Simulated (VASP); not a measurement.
# BaTiO3 (P4/mmm) in VASP: single point with PBEsol

Aim: the single point of BaTiO3 with PBEsol.

All numbers are computed with VASP 6.6.1; they aren't measurements. Logs are shortened: lines on timing, memory, paths and dates and some standing lists are left out, and cuts for length are marked.

### Step 1. The cell of the first run

Symmetry: P4/mmm, No. 123, tetragonal system. The conventional cell has a = 4.112 Å, b = 4.112 Å, c = 5.036 Å, α = 90.00°, β = 90.00°, γ = 90.00°. Within 3.3 Å of Ba (site symmetry 4/mmm) lie 10 O at 2.52 to 3.25 Å. Ti (site symmetry 4/mmm) has 4 O at 2.06 Å within 2.7 Å. O (site symmetry mmm) has 2 Ti at 2.06 Å and 2 O at 2.06 Å within 2.7 Å. O (site symmetry 4/mmm) has 4 O at 2.06 Å and 2 Ba at 2.52 Å within 2.7 Å.

### Step 2. Single point, PBEsol

INCAR reads:

```
PREC = Accurate
ENCUT = 600
EDIFF = 1E-6
ISMEAR = 0
SIGMA = 0.01
LREAL = F
LASPH = T
NELM = 120
ALGO = Normal
ISIF = 2
LWAVE = F
LCHARG = F
GGA = PS
NBANDS = 28
GGA_COMPAT = F
```

KPOINTS reads:

```
regular mesh
0
Gamma
  2 2 2
```

POSCAR reads:

```
BaTiO3
1.0
    4.1124670000      0.0000000000      0.0000000000
    0.0000000000      4.1124670000      0.0000000000
    0.0000000000      0.0000000000      5.0356130000
Ba Ti O
1 1 3
Direct
    0.0000000000      0.0000000000      0.0000000000
    0.5000000000      0.5000000000      0.5000000000
    0.0000000000      0.5000000000      0.5000000000
    0.5000000000      0.0000000000      0.5000000000
    0.0000000000      0.0000000000      0.5000000000
```

Potentials or basis: VASP PAW PBE potentials, release 64 (Ba_sv, Ti_sv, O).

Run with:

```console
$ cat potpaw_PBE.64/Ba_sv/POTCAR potpaw_PBE.64/Ti_sv/POTCAR potpaw_PBE.64/O/POTCAR > POTCAR
$ mpirun -np 1 vasp_std > vasp.out
```

OUTCAR:

```text
PREC = Accurate
   ENCUT = 600
   EDIFF = 1E-6
   ISMEAR = 0
   LREAL = F
   LASPH = T
   NELM = 120
   ISIF = 2
   GGA = PS

 ion  position               nearest neighbor table
   1  0.000  0.000  0.000-   5 2.52   5 2.52   3 3.25   3 3.25   4 3.25   4 3.25   3 3.25   3 3.25
                             4 3.25   4 3.25
   2  0.500  0.500  0.500-   3 2.06   4 2.06   4 2.06   3 2.06
   3  0.000  0.500  0.500-   2 2.06   2 2.06   1 3.25   1 3.25   1 3.25   1 3.25
   4  0.500  0.000  0.500-   2 2.06   2 2.06   1 3.25   1 3.25   1 3.25   1 3.25
   5  0.000  0.000  0.500-   1 2.52   1 2.52

  LATTYP: Found a simple tetragonal cell.
 ALAT       =     4.1124670000
 C/A-ratio  =     1.2244749927

  Lattice vectors:

 A1 = (   4.1124670000,   0.0000000000,   0.0000000000)
 A2 = (   0.0000000000,   4.1124670000,   0.0000000000)
 A3 = (   0.0000000000,   0.0000000000,   5.0356130000)

Analysis of symmetry for initial positions (statically):
=====================================================================
 Subroutine PRICEL returns:
 Original cell was already a primitive cell.

 Routine SETGRP: Setting up the symmetry group for a
 simple tetragonal supercell.

 Subroutine GETGRP returns: Found 16 space group operations
 (whereof 16 operations were pure point group operations)
 out of a pool of 16 trial point group operations.

The static configuration has the point symmetry D_4h.

Analysis of symmetry for dynamics (positions and initial velocities):
=====================================================================
 Subroutine PRICEL returns:
 Original cell was already a primitive cell.

 Routine SETGRP: Setting up the symmetry group for a
 simple tetragonal supercell.

 Subroutine GETGRP returns: Found 16 space group operations
 (whereof 16 operations were pure point group operations)
 out of a pool of 16 trial point group operations.

The dynamic configuration has the point symmetry D_4h.

 Subroutine INISYM returns: Found 16 space group operations
 (whereof 16 operations are pure point group operations),
 and found     1 'primitive' translations

----------------------------------------------------------------------------------------

                                     Primitive cell

  volume of cell :      85.1642

[... 74 lines left out ...]
   NELM   =    120;   NELMIN=  2; NELMDL= -5     # of ELM steps
   EDIFF  = 0.1E-05   stopping-criterion for ELM
   LREAL  =      F    real-space projection
   EDIFFG = 0.1E-04   stopping-criterion for IOM
   NSW    =      0    number of steps for IOM
   IBRION =     -1    ionic relax: 0-MD 1-quasi-New 2-CG
   NFREE  =      0    steps in history (QN), initial steepest desc. (CG)
   ISIF   =      2    stress and relaxation
   ISYM   =      2    0-nonsym 1-usesym 2-fastsym
   POTIM  = 0.5000    time-step for ionic-motion
   TEBEG  =    0.0;   TEEND  =   0.0 temperature during run
   PSTRESS=    0.0 pullay stress
   NELECT =      40.0000    total number of electrons
   NUPDOWN=      -1.0000    fix difference up-down
   EMIN   =  10.00;   EMAX   =-10.00  energy-range for DOS
   EFERMI =   0.00;   METHOD = LEGACY
   ISMEAR =     0;   SIGMA  =   0.01  broadening in eV -4-tet -1-fermi 0-gaus
   EFERMI_NEDOS =   21; number of points for ismear=-14 and -15
   IALGO  =     38    algorithm
   IMIX   =      4    mixing-type and parameters
     AMIX     =   0.40;   BMIX     =  1.00
     AMIX_MAG =   1.60;   BMIX_MAG =  1.00
  volume/ion in A,a.u.               =      17.03       114.94
  Fermi-wavevector in a.u.,A,eV,Ry     =   1.272553  2.404776 22.033142  1.619390
  Thomas-Fermi vector in A             =   2.405425
   LORBIT       =      0    0 simple, 1 ext, 2 COOP (PROOUT), +10 PAW based schemes
   GGA     = PS    functional components
   LHFCALC =     F    Hartree Fock is set to
   AEXX    =    0.0000 exact exchange contribution
   IVDW    =     0    specifies the selected vdW correction
   LEPSILON=     F    determine dielectric tensor
   LRPA    =     F    only Hartree local field effects (RPA)
 non-spin polarized calculation
 Gauss-broadening in eV      SIGMA  =   0.01
  energy-cutoff  :      600.00
  volume of cell :       85.16
 maximum number of plane-waves:      2872
 NGX is ok and might be reduce to    36
   NGX = 17   NGY = 17   NGZ = 21

 number of electron      39.9999999 magnetization

 Free energy of the ion-electron system (eV)
  ---------------------------------------------------
  ext. energy  EPLUGINS =         0.00000000
  ---------------------------------------------------
  free energy    TOTEN  =       -33.05933413 eV

  energy without entropy =      -33.05749739  energy(sigma->0) =      -33.05841576

 E-fermi :   4.0890     XC(G=0): -10.0518

 val. band max:        3.9915153461   @ k =   0.5000   0.0000   0.5000
 cond. band min:       4.0901731843   @ k =   0.0000   0.0000   0.0000
 fundamental gap:      0.0986578383
 Fermi energy:         4.0890281349

 k-point     1 :       0.0000    0.0000    0.0000
  band No.  band energies     occupation
      1     -53.9099      2.00000
      2     -30.3249      2.00000
      3     -30.3249      2.00000
      4     -30.0696      2.00000
      5     -23.5721      2.00000
      6     -15.8917      2.00000
[... 175 lines left out ...]
     27       7.7084      0.00000
     28       9.2016      0.00000

------------------------ aborting loop because EDIFF is reached ----------------------------------------

  FORCE on cell =-STRESS in cart. coord.  units (eV):
  Direction    XX          YY          ZZ          XY          YZ          ZX
  --------------------------------------------------------------------------------------
  -------------------------------------------------------------------------------------
  Total       -2.5606745     -2.5606745     -3.6778899      0.0000000      0.0000000      0.0000000
  in kB      -48.1734519    -48.1734519    -69.1913992      0.0000000      0.0000000      0.0000000
  external PRESSURE =     -55.1794343 kB  Pullay stress =       0.0000000 kB

 VOLUME and BASIS-vectors are now :
 -----------------------------------------------------------------------------
  energy-cutoff  :      600.00
  volume of cell :       85.16
      direct lattice vectors                 reciprocal lattice vectors
     4.112467000  0.000000000  0.000000000     0.243163045  0.000000000  0.000000000
     0.000000000  4.112467000  0.000000000     0.000000000  0.243163045  0.000000000
     0.000000000  0.000000000  5.035613000     0.000000000  0.000000000  0.198585555

 POSITION                                       TOTAL-FORCE (eV/Angst)
 -----------------------------------------------------------------------------------
      0.00000      0.00000      0.00000         0.000000      0.000000      0.000000
      2.05623      2.05623      2.51781         0.000000      0.000000      0.000000
      0.00000      2.05623      2.51781         0.000000      0.000000      0.000000
      2.05623      0.00000      2.51781         0.000000      0.000000      0.000000
      0.00000      0.00000      2.51781         0.000000      0.000000      0.000000
 -----------------------------------------------------------------------------------
    total drift:                                0.000000      0.000000      0.000000

  FREE ENERGIE OF THE ION-ELECTRON SYSTEM (eV)
  ---------------------------------------------------
  free  energy   TOTEN  =       -33.0593341348 eV

  energy  without entropy=      -33.0574973870  energy(sigma->0) =      -33.05841576
```

It took 57 s on 1 thread of Intel Xeon 8259CL, shared host; peak memory 0.23 GiB.

Results:

```yaml
Free_energy: -33.0593 eV
Pressure: -5.5 GPa
Band_gap_on_the_k_mesh: zero (band 20 reaches 4.20 eV, above the bottom of band 21 at 2.58 eV)
```

Stress tensor (GPa, compression positive):
```
-4.82  0.00  0.00
 0.00 -4.82  0.00
 0.00  0.00 -6.92
```

Caveat: the k points lie up to 0.76 Å⁻¹ apart; the PAW data sets were made with another functional, which shifts forces and pressure a little; spin-orbit coupling is left out, which moves the levels of the heavy elements; semilocal functionals often make such compounds metallic where correlation or magnetic order opens a gap, which also shifts bond lengths.
